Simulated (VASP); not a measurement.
Set up this calculation in VASP 6.6.1, as the native input.

- Task: single point
- Functional: PBE
- Potentials or basis: VASP PAW PBE potentials, release 64 (Nd_3, Hf_pv), 4f in core
- Cutoff: 500 eV
- k mesh: 6 × 6 × 2
- Occupations: gaussian, width 0.2 eV
- Spin: no spin polarisation
- Dipole correction: no
- Further INCAR settings: ALGO = Normal; EDIFF = 1e-06; NBANDS = 29

The structure of NdHf lies in POSCAR:

```
NdHf
1.0
    3.3328494331      0.0000000000      0.0000000000
    0.0000000000      3.3328494331      0.0000000000
    0.0000000000      0.0000000000      9.9782293469
Nd Hf
2 2
Direct
    0.0000000000      0.5000000000      0.1467584162
    0.5000000000      0.0000000000      0.8532415838
    0.0000000000      0.5000000000      0.6008692092
    0.5000000000      0.0000000000      0.3991307908
```

The cell was generated, and may not be a known phase.

The input as run:

INCAR

```
SYSTEM = NdHf
PREC = Accurate
ENCUT = 500
EDIFF = 1E-6
ISMEAR = 0
SIGMA = 0.2
LREAL = .FALSE.
LASPH = .TRUE.
NELM = 200
ALGO = Normal
ISIF = 2
LWAVE = .FALSE.
LCHARG = .FALSE.
GGA = PE
NBANDS = 29
GGA_COMPAT = .FALSE.
LMAXMIX = 6
```

KPOINTS

```
regular mesh
0
G
  6 6 2
  0 0 0
```

Potentials or basis: VASP PAW PBE potentials, release 64 (Nd_3, Hf_pv), 4f in core.

Command:

```console
$ cat potpaw_PBE.64/Nd_3/POTCAR potpaw_PBE.64/Hf_pv/POTCAR > POTCAR
$ mpirun -np 1 vasp_std > vasp.out
```

It gave:

```json
{
  "Pressure": "0.7 GPa",
  "Largest force": "0.049 eV/Å",
  "Band gap on the k mesh": "zero (bands 21 and 22 overlap by 1.60 eV)"
}
```

Caveat: spin-orbit coupling is left out, which moves the levels of the heavy elements; the 4f electrons are frozen in the core, so they carry no moment and show no levels.

Run time: 49 s on 1 thread of AMD EPYC 7R13 Processor (Zen 3), on a shared host, peak memory 0.2 GiB.
